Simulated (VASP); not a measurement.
# W (Pm-3n) in VASP: further runs, part 2 of 2

VASP 6.6.1. Earlier steps stand in the parts before.

## Step 4: Single point, PBEsol

This run uses another cell than the first one, of 15.92 Å³/atom.

Contents of INCAR:

```
  PREC = Accurate
  ENCUT = 520
  EDIFF = 1E-6
  ISMEAR = -1
  SIGMA = 0.05
  LREAL = False
  LASPH = True
  NELM = 100
  ALGO = Normal
  ISIF = 2
  LWAVE = False
  LCHARG = False
  GGA = PS
  NBANDS = 66
```

Contents of KPOINTS:

```
Automatic mesh
0
Gamma
  5 5 5
```

Contents of POSCAR:

```
W
1.0
    5.0311351533      0.0000000000      0.0000000000
    0.0000000000      5.0311351533      0.0000000000
    0.0000000000      0.0000000000      5.0311351533
W
8
Direct
    0.5000000000      0.2500000000      0.0000000000
    0.5000000000      0.7500000000      0.0000000000
    0.7500000000      0.0000000000      0.5000000000
    0.2500000000      0.0000000000      0.5000000000
    0.0000000000      0.5000000000      0.7500000000
    0.0000000000      0.5000000000      0.2500000000
    0.5000000000      0.5000000000      0.5000000000
    0.0000000000      0.0000000000      0.0000000000
```

Potentials or basis: VASP PAW PBE potentials, release 64 (W_sv).

Launch:

```bash
cat potpaw_PBE.64/W_sv/POTCAR > POTCAR
mpirun -np 1 vasp_std > vasp.out
```

OUTCAR:

```text
PREC = Accurate
   ENCUT = 520
   EDIFF = 1E-6
   ISMEAR = -1
   LREAL = False
   LASPH = True
   NELM = 100
   ISIF = 2
   GGA = PS

 ion  position               nearest neighbor table
   1  0.500  0.250  0.000-   2 2.52   2 2.52   8 2.81   7 2.81   7 2.81   8 2.81   4 3.08   3 3.08
                             4 3.08   5 3.08   6 3.08   5 3.08   6 3.08   3 3.08
   2  0.500  0.750  0.000-   1 2.52   1 2.52   8 2.81   7 2.81   7 2.81   8 2.81   4 3.08   3 3.08
                             4 3.08   5 3.08   6 3.08   5 3.08   6 3.08   3 3.08
   3  0.750  0.000  0.500-   4 2.52   4 2.52   8 2.81   8 2.81   7 2.81   7 2.81   1 3.08   1 3.08
                             2 3.08   5 3.08   5 3.08   6 3.08   6 3.08   2 3.08
[... 898 lines left out ...]
  external PRESSURE =       7.5805963 kB  Pullay stress =       0.0000000 kB

 VOLUME and BASIS-vectors are now :
 -----------------------------------------------------------------------------
  energy-cutoff  :      520.00
  volume of cell :      127.35
      direct lattice vectors                 reciprocal lattice vectors
     5.031135153  0.000000000  0.000000000     0.198762301  0.000000000  0.000000000
     0.000000000  5.031135153  0.000000000     0.000000000  0.198762301  0.000000000
     0.000000000  0.000000000  5.031135153     0.000000000  0.000000000  0.198762301

 POSITION                                       TOTAL-FORCE (eV/Angst)
 -----------------------------------------------------------------------------------
      2.51557      1.25778      0.00000         0.000000      0.000000      0.000000
      2.51557      3.77335      0.00000        -0.000000     -0.000000     -0.000000
      3.77335      0.00000      2.51557         0.000000      0.000000      0.000000
      1.25778      0.00000      2.51557        -0.000000     -0.000000     -0.000000
      0.00000      2.51557      3.77335        -0.000000      0.000000      0.000000
      0.00000      2.51557      1.25778         0.000000      0.000000      0.000000
      2.51557      2.51557      2.51557        -0.000000     -0.000000      0.000000
      0.00000      0.00000      0.00000        -0.000000     -0.000000      0.000000
 -----------------------------------------------------------------------------------
    total drift:                               -0.000000     -0.000000      0.000000

  FREE ENERGIE OF THE ION-ELECTRON SYSTEM (eV)
  ---------------------------------------------------
  free  energy   TOTEN  =      -109.6839136243 eV

  energy  without entropy=     -109.6635928772  energy(sigma->0) =     -109.67375325
```

OSZICAR:

```text
N       E                     dE             d eps       ncg     rms          rms(c)
DAV:   1     0.160984599740E+04    0.16098E+04   -0.63163E+04  1320   0.202E+03
DAV:   2     0.663204903842E+01   -0.16032E+04   -0.15649E+04  1330   0.664E+02
DAV:   3    -0.109937221418E+03   -0.11657E+03   -0.10879E+03  1528   0.157E+02
DAV:   4    -0.114981653642E+03   -0.50444E+01   -0.48250E+01  1544   0.284E+01
DAV:   5    -0.115144255098E+03   -0.16260E+00   -0.16135E+00  1568   0.484E+00    0.619E+01
DAV:   6    -0.110893900682E+03    0.42504E+01   -0.60628E+00  1538   0.146E+01    0.250E+01
DAV:   7    -0.109755966419E+03    0.11379E+01   -0.35015E+00  1518   0.107E+01    0.186E+00
DAV:   8    -0.109708228587E+03    0.47738E-01   -0.28434E-01  1672   0.428E+00    0.112E+00
DAV:   9    -0.109684119290E+03    0.24109E-01   -0.39859E-02  1600   0.141E+00    0.262E-01
DAV:  10    -0.109683928949E+03    0.19034E-03   -0.30980E-03  1664   0.402E-01    0.108E-01
DAV:  11    -0.109683919949E+03    0.89994E-05   -0.22044E-04  1616   0.740E-02    0.275E-02
DAV:  12    -0.109683915633E+03    0.43166E-05   -0.17633E-05  1544   0.253E-02    0.840E-03
DAV:  13    -0.109683914011E+03    0.16219E-05   -0.26483E-06  1072   0.128E-02    0.411E-03
DAV:  14    -0.109683913624E+03    0.38637E-06   -0.30198E-07   888   0.367E-03
   1 F= -.10968391E+03 E0= -.10967375E+03  d E =-.203207E-01
```

stdout:

```text
POSCAR found type information on POSCAR W
 POSCAR found :  1 types and       8 ions
 scaLAPACK will be used
 -----------------------------------------------------------------------------
|                                                                             |
|                                                                             |
|     You enforced a specific xc type in the INCAR file but a different       |
|     I HOPE YOU KNOW WHAT YOU ARE DOING!                                     |
|                                                                             |
 -----------------------------------------------------------------------------

 LDA part: xc-table for (Slater+PW92), standard interpolation
 POSCAR, INCAR and KPOINTS ok, starting setup
 FFT: planning ... GRIDC
 FFT: planning ... GRID_SOFT
 FFT: planning ... GRID
 WAVECAR not read
 entering main loop
```

Run time: 40 s. Hardware: 1 thread of Intel Xeon 6975P-C (Granite Rapids), shared host; peak memory 0.26 GiB.

What came out:

* Free energy: -109.6839 eV
* Pressure: 0.8 GPa
* Band gap on the k mesh: zero (bands 56 and 57 overlap by 0.57 eV)

Caveat: the PAW data sets were made with another functional, which shifts forces and pressure a little; spin-orbit coupling is left out, which moves the levels of the heavy elements.

## Step 5: Relaxation of cell and atoms, PBEsol

This run uses another cell than the first one, of 16.42 Å³/atom.

Contents of INCAR:

```
SYSTEM = W
ALGO = Fast
EDIFF = 1E-7
EDIFFG = -0.01
ENCUT = 600
GGA = PS
IBRION = 2
ISIF = 3
ISMEAR = -1
LASPH = .TRUE.
LCHARG = .FALSE.
LREAL = .FALSE.
LWAVE = .FALSE.
NELM = 100
NSW = 60
PREC = Accurate
SIGMA = 0.05
```

Contents of KPOINTS:

```
k-points
0
G
  5 5 5
  0 0 0
```

POSCAR: that of step 4 with these lines changed.

```diff
@@ -2,5 +2,5 @@
 1.0
-    5.0311351533      0.0000000000      0.0000000000
-    0.0000000000      5.0311351533      0.0000000000
-    0.0000000000      0.0000000000      5.0311351533
+    5.0830000000      0.0000000000      0.0000000000
+    0.0000000000      5.0830000000      0.0000000000
+    0.0000000000      0.0000000000      5.0830000000
 W
```

Launch:

```bash
cat potpaw_PBE.64/W_sv/POTCAR > POTCAR
mpirun -np 1 vasp_std > vasp.out
```

It took 3.8 min on 1 thread of Intel Xeon 6975P-C (Granite Rapids), shared host; peak memory 0.3 GiB.

Results (log left out):

```
Free energy                           : -109.6859 eV
Relaxed volume                        : 15.96 Å³/atom
Relaxed cell                          : a = 5.036 Å, b = 5.036 Å, c = 5.036 Å, α = 90.00°, β = 90.00°, γ = 90.00°
Space group after relaxing (to 0.1 Å) : Pm-3n (No. 223)
Energy gained by relaxing             : 12.4 meV/atom
Ionic steps                           : 4
Pressure after relaxing               : 0.0 GPa
Band gap on the k mesh                : zero (bands 56 and 57 overlap by 0.56 eV)
```

Step by step:
| step | energy change (eV) | largest force (eV/Å) | pressure (GPa) | volume (Å³) |
| --- | --- | --- | --- | --- |
| 1 | 0.0000 | 0.0000 | -8.52 | 131.33 |
| 2 | 1.2996 | 0.0000 | 39.96 | 115.43 |
| 3 | -0.0994 | 0.0000 | -0.41 | 127.84 |
| 4 | -0.0996 | 0.0000 | -0.04 | 127.69 |

Final structure:
```
CELL_PARAMETERS angstrom
5.03566 0.00000 0.00000
0.00000 5.03566 0.00000
0.00000 0.00000 5.03566
ATOMIC_POSITIONS crystal
W 0.50000 0.25000 0.00000
W 0.50000 0.75000 0.00000
W 0.75000 0.00000 0.50000
W 0.25000 0.00000 0.50000
W 0.00000 0.50000 0.75000
W 0.00000 0.50000 0.25000
W 0.50000 0.50000 0.50000
W 0.00000 0.00000 0.00000
```

Levels at points of the mesh, in eV from the Fermi level:
```
           k point  band 52  band 53  band 54  band 55  band 56  band 57  band 58  band 59  band 60  band 61
(0.00, 0.00, 0.00)    -2.02    -1.46    -1.46    -0.46    -0.46    -0.46     1.69     1.69     1.69     1.73
```

Caveat: the PAW data sets were made with another functional, which shifts forces and pressure a little; spin-orbit coupling is left out, which moves the levels of the heavy elements.

## Step 6: Relaxation of cell and atoms, PBEsol+D3(BJ)

This run uses another cell than the first one, of 16.42 Å³/atom.

Contents of INCAR:

```
SYSTEM = W
PREC = Accurate ; ENCUT = 600
EDIFF = 1E-6 ; ISMEAR = -1
SIGMA = 0.05 ; LREAL = .False.
LASPH = .True. ; NELM = 100
ALGO = Fast ; ISIF = 3
LWAVE = .False. ; LCHARG = .False.
GGA = PS ; IVDW = 12
IBRION = 2 ; NSW = 60
EDIFFG = -0.01
```

Contents of KPOINTS:

```
Automatic mesh
0
Gamma
  5 5 5
  0 0 0
```

POSCAR is that of step 5.

Potentials or basis: VASP PAW PBE potentials, release 64 (W_sv).

Launch:

```bash
cat potpaw_PBE.64/W_sv/POTCAR > POTCAR
mpirun -np 1 vasp_std > vasp.out
```

OUTCAR:

```text
SYSTEM = W
   PREC = Accurate
   ENCUT = 600
   EDIFF = 1E-6
   ISMEAR = -1
   LREAL = .False.
   LASPH = .True.
   NELM = 100
   ISIF = 3
   GGA = PS
   IVDW = 12
   IBRION = 2
   NSW = 60
   EDIFFG = -0.01
 IVDW          = 12

 ion  position               nearest neighbor table
   1  0.500  0.250  0.000-   2 2.54   2 2.54   8 2.84   7 2.84   7 2.84   8 2.84   4 3.11   3 3.11
                             4 3.11   5 3.11   6 3.11   5 3.11   6 3.11   3 3.11
   2  0.500  0.750  0.000-   1 2.54   1 2.54   8 2.84   7 2.84   7 2.84   8 2.84   4 3.11   3 3.11
                             4 3.11   5 3.11   6 3.11   5 3.11   6 3.11   3 3.11
   3  0.750  0.000  0.500-   4 2.54   4 2.54   8 2.84   8 2.84   7 2.84   7 2.84   1 3.11   1 3.11
                             2 3.11   5 3.11   5 3.11   6 3.11   6 3.11   2 3.11
   4  0.250  0.000  0.500-   3 2.54   3 2.54   8 2.84   8 2.84   7 2.84   7 2.84   1 3.11   1 3.11
                             2 3.11   5 3.11   5 3.11   6 3.11   6 3.11   2 3.11
   5  0.000  0.500  0.750-   6 2.54   6 2.54   8 2.84   7 2.84   8 2.84   7 2.84   3 3.11   4 3.11
                             3 3.11   4 3.11   1 3.11   1 3.11   2 3.11   2 3.11
   6  0.000  0.500  0.250-   5 2.54   5 2.54   8 2.84   7 2.84   8 2.84   7 2.84   3 3.11   4 3.11
                             3 3.11   4 3.11   1 3.11   1 3.11   2 3.11   2 3.11
   7  0.500  0.500  0.500-   1 2.84   2 2.84   3 2.84   4 2.84   5 2.84   6 2.84   1 2.84   2 2.84
                             3 2.84   4 2.84   5 2.84   6 2.84
   8  0.000  0.000  0.000-   1 2.84   2 2.84   3 2.84   4 2.84   5 2.84   6 2.84   3 2.84   4 2.84
                             5 2.84   6 2.84   1 2.84   2 2.84

  LATTYP: Found a simple cubic cell.
 ALAT       =     5.0830000000

  Lattice vectors:
[... 161 lines left out ...]
 conjugate gradient relaxation of ions
 non-spin polarized calculation
 RMM-DIIS sequential band-by-band and
  energy-cutoff  :      600.00
  volume of cell :      131.33
 maximum number of plane-waves:      4400
 NGX is ok and might be reduce to    42
   NGX = 21   NGY = 21   NGZ = 21

--------------------------------------- Ionic step        1  -------------------------------------------

 number of electron     111.9999982 magnetization

 Free energy of the ion-electron system (eV)
  ---------------------------------------------------
  ext. energy  EPLUGINS =         0.00000000
  ---------------------------------------------------
  free energy    TOTEN  =      -109.58628009 eV

  energy without entropy =     -109.56429870  energy(sigma->0) =     -109.57528939

------------------------ aborting loop because EDIFF is reached ----------------------------------------

 Edisp (eV)   -5.74209

 E8    (eV) :    -4.2099
[... 175 lines left out ...]
--------------------------------------- Ionic step        5  -------------------------------------------

 number of electron     111.9999987 magnetization

 Free energy of the ion-electron system (eV)
  ---------------------------------------------------
  ext. energy  EPLUGINS =         0.00000000
  ---------------------------------------------------
  free energy    TOTEN  =      -109.61607857 eV

  energy without entropy =     -109.59663022  energy(sigma->0) =     -109.60635439

 E-fermi :  11.2398     XC(G=0): -13.8381

 val. band max:       11.1383494370   @ k =   0.2000   0.0000   0.0000
 cond. band min:      11.2767762649   @ k =   0.4000   0.0000   0.0000
 fundamental gap:      0.1384268279
 Fermi energy:        11.2397908441

 k-point     1 :       0.0000    0.0000    0.0000
  band No.  band energies     occupation
      1     -62.6558      2.00000
      2     -62.5985      2.00000
      3     -62.5985      2.00000
      4     -62.4354      2.00000
      5     -62.4354      2.00000
      6     -62.4354      2.00000
[... 728 lines left out ...]
  FREE ENERGIE OF THE ION-ELECTRON SYSTEM (eV)
  ---------------------------------------------------
  free  energy   TOTEN  =      -115.6636074549 eV

  energy  without entropy=     -115.6441591114  energy(sigma->0) =     -115.65388328

 reached required accuracy - stopping structural energy minimisation
```

OSZICAR:

```text
N       E                     dE             d eps       ncg     rms          rms(c)
DAV:   1     0.168218245774E+04    0.16822E+04   -0.68267E+04  1340   0.217E+03
DAV:   2     0.145563882414E+02   -0.16676E+04   -0.16242E+04  1348   0.691E+02
DAV:   3    -0.109204617674E+03   -0.12376E+03   -0.11455E+03  1525   0.165E+02
[... 67 lines left out ...]
RMM:   2    -0.109616240084E+03    0.82947E-03   -0.16298E-03  1360   0.210E-01    0.125E-01
RMM:   3    -0.109616065284E+03    0.17480E-03   -0.81562E-04  1345   0.138E-01    0.843E-02
RMM:   4    -0.109616090523E+03   -0.25239E-04   -0.58746E-05  1417   0.381E-02    0.841E-02
RMM:   5    -0.109616077869E+03    0.12654E-04   -0.60581E-05  1356   0.402E-02    0.143E-02
RMM:   6    -0.109616078279E+03   -0.41031E-06   -0.12864E-05  1513   0.175E-02    0.770E-03
RMM:   7    -0.109616078565E+03   -0.28592E-06   -0.21472E-06   841   0.807E-03
   5 F= -.11566361E+03 E0= -.11565388E+03  d E =-.335237E+00
```

Run time: 4.1 min. Hardware: 1 thread of Intel Xeon 6975P-C (Granite Rapids), shared host; peak memory 0.31 GiB.

Results:

```yaml
Free_energy: -115.6636 eV
Relaxed_volume: 15.59 Å³/atom
Relaxed_cell: a = 4.997 Å, b = 4.997 Å, c = 4.997 Å, α = 90.00°, β = 90.00°, γ = 90.00°
Space_group_after_relaxing_to_0.1_Å: Pm-3n (No. 223)
Pressure_after_relaxing: 0.0 GPa
Band_gap_on_the_k_mesh: zero (bands 56 and 57 overlap by 0.61 eV)
Dispersion_energy_per_atom: -0.756 eV
```

Final structure:
```
W
1.0
     4.99665    0.00000    0.00000
     0.00000    4.99665    0.00000
     0.00000    0.00000    4.99665
W
8
Direct
  0.50000 0.25000 0.00000
  0.50000 0.75000 0.00000
  0.75000 0.00000 0.50000
  0.25000 0.00000 0.50000
  0.00000 0.50000 0.75000
  0.00000 0.50000 0.25000
  0.50000 0.50000 0.50000
  0.00000 0.00000 0.00000
```

Levels at points of the mesh, in eV from the Fermi level:
```tsv
k point	band 53	band 54	band 55	band 56	band 57	band 58	band 59	band 60
(0.00, 0.00, 0.00)	-1.51	-1.51	-0.49	-0.49	-0.49	1.73	1.73	1.73
```

Caveat: the PAW data sets were made with another functional, which shifts forces and pressure a little; spin-orbit coupling is left out, which moves the levels of the heavy elements.

## Step 7: The runs side by side

| task | level | cell | cutoff (eV) | gap on the mesh (eV) | pressure (GPa) | relaxed volume (Å³/atom) |
| --- | --- | --- | --- | --- | --- | --- |
| single point | PBEsol+D3(BJ) | a = 5.000 Å, 8 atoms | 520 | none | -0.7 | - |
| single point | PBEsol+D4 | a = 5.011 Å, 8 atoms | 520 | none | 0.8 | - |
| single point | PBEsol | a = 5.031 Å, 8 atoms | 520 | none | 0.8 | - |
| relaxation of cell and atoms | PBEsol | relaxed from a = 5.083 Å, 8 atoms | 600 | none | 0.0 | 15.96 |
| relaxation of cell and atoms | PBEsol+D3(BJ) | relaxed from a = 5.083 Å, 8 atoms | 600 | none | 0.0 | 15.59 |

Alike in all rows: potentials or basis VASP PAW PBE potentials, release 64 (W_sv); no spin polarisation; k mesh 5 × 5 × 5; smearing fermi-dirac 0.05 eV.

Caveats: the PAW data sets were made with another functional, which shifts forces and pressure a little; spin-orbit coupling is left out, which moves the levels of the heavy elements; three body term missing (at least some runs).

Absolute energies hang on the potentials; compare differences alone.

The gap in the log of VASP goes by the Fermi energy; the results here count the filled bands.